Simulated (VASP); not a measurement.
# HfN (zincblende type) (F-43m) in VASP: a series of runs, part 2 of 2

VASP 6.6.1. Earlier steps stand in the parts before.

### 3 Relaxation of cell and atoms, PBE, target pressure 110 GPa, at which the enthalpy is minimised

This run uses another cell than the first one, of 10.88 Å³/atom.

File INCAR:

```
SYSTEM = HfN
ALGO = Normal
EDIFF = 1E-6
EDIFFG = -0.005
ENCUT = 600
GGA = PE
IBRION = 2
ISIF = 3
ISMEAR = -1
LASPH = .TRUE.
LCHARG = .FALSE.
LREAL = .FALSE.
LWAVE = .FALSE.
NELM = 60
NSW = 32
PREC = Accurate
PSTRESS = 1100.0
SIGMA = 0.05
```

File KPOINTS:

```
k-points
0
G
  15 15 15
  0 0 0
```

File POSCAR:

```
HfN
1.0
    0.0000000000      2.2156449107      2.2156449107
    2.2156449107      0.0000000000      2.2156449107
    2.2156449107      2.2156449107      0.0000000000
Hf N
1 1
Direct
    0.0000000000      0.0000000000      0.0000000000
    0.2500000000      0.2500000000      0.2500000000
```

Potentials or basis: VASP PAW PBE potentials, release 64 (Hf_pv, N).

On the command line:

```sh
$ cat potpaw_PBE.64/Hf_pv/POTCAR potpaw_PBE.64/N/POTCAR > POTCAR
$ mpirun -np 1 vasp_std > vasp.out
```

OUTCAR:

```text
SYSTEM = HfN
   EDIFF = 1E-6
   EDIFFG = -0.005
   ENCUT = 600
   GGA = PE
   IBRION = 2
   ISIF = 3
   ISMEAR = -1
   LASPH = .TRUE.
   LREAL = .FALSE.
   NELM = 60
   NSW = 32
   PREC = Accurate
   PSTRESS = 1100.0

 ion  position               nearest neighbor table
   1  0.000  0.000  0.000-   2 1.92   2 1.92   2 1.92   2 1.92
   2  0.250  0.250  0.250-   1 1.92   1 1.92   1 1.92   1 1.92

  LATTYP: Found a face centered cubic cell.
 ALAT       =     4.4312898214

  Lattice vectors:

 A1 = (   0.0000000000,   2.2156449107,   2.2156449107)
 A2 = (   2.2156449107,   0.0000000000,   2.2156449107)
 A3 = (   2.2156449107,   2.2156449107,   0.0000000000)

Analysis of symmetry for initial positions (statically):
=====================================================================
 Subroutine PRICEL returns:
 Original cell was already a primitive cell.

 Routine SETGRP: Setting up the symmetry group for a
 face centered cubic supercell.

 Subroutine GETGRP returns: Found 24 space group operations
 (whereof 24 operations were pure point group operations)
 out of a pool of 48 trial point group operations.

The static configuration has the point symmetry T_d .

Analysis of symmetry for dynamics (positions and initial velocities):
=====================================================================
 Subroutine PRICEL returns:
 Original cell was already a primitive cell.

 Routine SETGRP: Setting up the symmetry group for a
 face centered cubic supercell.

 Subroutine GETGRP returns: Found 24 space group operations
 (whereof 24 operations were pure point group operations)
 out of a pool of 48 trial point group operations.

The dynamic configuration has the point symmetry T_d .

 Subroutine INISYM returns: Found 24 space group operations
 (whereof 24 operations are pure point group operations),
 and found     1 'primitive' translations

----------------------------------------------------------------------------------------
[... 123 lines left out ...]
   LRPA    =     F    only Hartree local field effects (RPA)
 conjugate gradient relaxation of ions
 non-spin polarized calculation
  energy-cutoff  :      600.00
  volume of cell :       21.75
 maximum number of plane-waves:       745
 NGX is ok and might be reduce to    28
   NGX = 13   NGY = 13   NGZ = 13

--------------------------------------- Ionic step        1  -------------------------------------------

 number of electron      14.9999999 magnetization

 Free energy of the ion-electron system (eV)
  ---------------------------------------------------
  ext. energy  EPLUGINS =         0.00000000
  ---------------------------------------------------
  free energy    TOTEN  =       -19.13527270 eV

  energy without entropy =      -19.13292543  energy(sigma->0) =      -19.13409907

------------------------ aborting loop because EDIFF is reached ----------------------------------------

  FORCE on cell =-STRESS in cart. coord.  units (eV):
  Direction    XX          YY          ZZ          XY          YZ          ZX
  --------------------------------------------------------------------------------------
  -------------------------------------------------------------------------------------
  Total       15.0585936     15.0585936     15.0585936      0.0000000      0.0000000      0.0000000
  in kB     1109.0842087   1109.0842087   1109.0842087      0.0000000      0.0000000      0.0000000
  external PRESSURE =       9.0842087 kB  Pullay stress =    1100.0000000 kB
[... 63 lines left out ...]
--------------------------------------- Ionic step        3  -------------------------------------------

 number of electron      14.9999999 magnetization

 Free energy of the ion-electron system (eV)
  ---------------------------------------------------
  ext. energy  EPLUGINS =         0.00000000
  ---------------------------------------------------
  free energy    TOTEN  =       -19.15841510 eV

  energy without entropy =      -19.15606311  energy(sigma->0) =      -19.15723910

 E-fermi :   8.3797     XC(G=0): -12.7624

 val. band max:        8.2198439072   @ k =  -0.3333   0.2667   0.0667
 cond. band min:       8.3958361122   @ k =   0.4000   0.2000   0.0000
 fundamental gap:      0.1759922049
 Fermi energy:         8.3796829810

 k-point     1 :       0.0000    0.0000    0.0000
  band No.  band energies     occupation
      1     -21.7136      2.00000
      2     -21.7136      2.00000
      3     -21.7136      2.00000
      4      -9.3402      2.00000
      5       1.3124      2.00000
      6       1.3124      2.00000
      7       1.3124      2.00000
      8       8.4432      0.43866
      9      11.3353      0.00000
     10      11.3353      0.00000
     11      16.9555      0.00000
[... 309 lines left out ...]
 k-point    24 :       0.2000    0.1333    0.0000
  band No.  band energies     occupation
      1     -22.1965      2.00000
      2     -21.8424      2.00000
      3     -21.8337      2.00000
      4      -8.4689      2.00000
      5       0.5321      2.00000
      6       1.9448      2.00000
      7       1.9657      2.00000
      8       9.1788      0.00000
      9      10.5934      0.00000
     10      11.7994      0.00000
     11      17.0470      0.00000

 [... further k-points ...]
[... 5 lines left out ...]
  --------------------------------------------------------------------------------------
  -------------------------------------------------------------------------------------
  Total       14.9587152     14.9587152     14.9587152      0.0000000     -0.0000000     -0.0000000
  in kB     1100.0303740   1100.0303740   1100.0303740      0.0000000     -0.0000000     -0.0000000
  external PRESSURE =       0.0303740 kB  Pullay stress =    1100.0000000 kB
[... 21 lines left out ...]
  energy  without entropy=      -19.1560631088  energy(sigma->0) =      -19.15723910

  enthalpy is  TOTEN    =        -4.2001128863 eV   P V=       14.9583022088

 reached required accuracy - stopping structural energy minimisation
```

OSZICAR:

```text
N       E                     dE             d eps       ncg     rms          rms(c)
DAV:   1     0.525637848890E+02    0.52564E+02   -0.92758E+03  2640   0.146E+03
[... 21 lines left out ...]
       N       E                     dE             d eps       ncg     rms          rms(c)
DAV:   1    -0.191611714186E+02    0.10576E+00   -0.71176E-02  2811   0.296E+00    0.129E+00
DAV:   2    -0.191590217016E+02    0.21497E-02   -0.38011E-03  2763   0.632E-01    0.683E-01
DAV:   3    -0.191584157895E+02    0.60591E-03   -0.14294E-03  2913   0.402E-01    0.322E-01
DAV:   4    -0.191584149593E+02    0.83014E-06   -0.78111E-05  3206   0.945E-02    0.175E-01
DAV:   5    -0.191584145564E+02    0.40293E-06   -0.14569E-05  3030   0.380E-02    0.275E-02
DAV:   6    -0.191584150952E+02   -0.53876E-06   -0.88528E-07  1752   0.115E-02
   3 F= -.42001129E+01 E0= -.41989369E+01  d E =-.929564E-04
```

It took 35 s on 1 thread of Intel Xeon 6975P-C (Granite Rapids), shared host; peak memory 0.19 GiB.

What came out:

```yaml
Free_energy: -19.1584 eV
Relaxed_volume: 10.89 Å³/atom
Relaxed_cell: a = 3.135 Å, b = 3.135 Å, c = 3.135 Å, α = 60.00°, β = 60.00°, γ = 60.00°
Space_group_after_relaxing_to_0.1_Å: F-43m (No. 216)
Energy_change_on_relaxing_the_run_minimises_the_enthalpy: -11.6 meV/atom
Ionic_steps: 3
Pressure_after_relaxing: 110.0 GPa
Band_gap_on_the_k_mesh: zero (an odd number of electrons rules out a gap without spin polarisation)
```

The path:
```csv
step,energy change (eV),largest force (eV/Å),pressure (GPa),volume (Å³)
1,0.0000,0.0000,110.91,21.75
2,-0.1317,0.0000,105.79,21.95
3,-0.0231,0.0000,110.00,21.79
```

Final structure:
```xyz
2
Lattice="0.0000 2.2168 2.2168 2.2168 0.0000 2.2168 2.2168 2.2168 0.0000" Properties=species:S:1:pos:R:3 pbc="T T T"
Hf    0.0000    0.0000    0.0000
N     1.1084    1.1084    1.1084
```

Caveat: the cell is relaxed towards a set pressure, so the run minimises the enthalpy, not the energy; spin-orbit coupling is left out, which moves the levels of the heavy elements.
